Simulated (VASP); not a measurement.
Input of a VASP 6.6.1 run:

File INCAR:

```
ALGO = Normal
EDIFF = 1E-7
ENCUT = 520
GGA = PE
ISIF = 2
ISMEAR = 0
LASPH = True
LCHARG = False
LREAL = False
LWAVE = False
NBANDS = 33
NELM = 80
PREC = Accurate
SIGMA = 0.02
```

Contents of KPOINTS:

```
k-points
0
Gamma
  8 8 6
```

File POSCAR:

```
TiO2
1.0
    2.6862131219     -2.6862804220     -0.0195708715
    2.6862131219      2.6862804220     -0.0195708715
   -2.6489319409      0.0000000000      4.8689976220
Ti O
2 4
Direct
    0.1251059390      0.8748940610      0.2500000000
    0.8748940610      0.1251059390      0.7500000000
    0.3314172323      0.0816314269      0.6629499135
    0.6685827677      0.9183685731      0.3370500865
    0.9183685731      0.6685827677      0.8370500865
    0.0816314269      0.3314172323      0.1629499135
```

Potentials or basis: VASP PAW PBE potentials, release 64 (Ti_sv, O).

The run is started by

```sh
$ cat potpaw_PBE.64/Ti_sv/POTCAR potpaw_PBE.64/O/POTCAR > POTCAR
$ mpirun -np 1 vasp_std > vasp.out
```

Task: Predict the pressure.

Result: 0.7 GPa.

Task: Predict the largest force.

Result: 0.018 eV/Å.

Forces on the atoms (eV/Å):
```
Ti   0.000  0.000  0.000
Ti   0.000  0.000  0.000
O    0.000  0.000  0.018
O    0.000  0.000 -0.018
O    0.000  0.000 -0.018
O    0.000  0.000  0.018
```
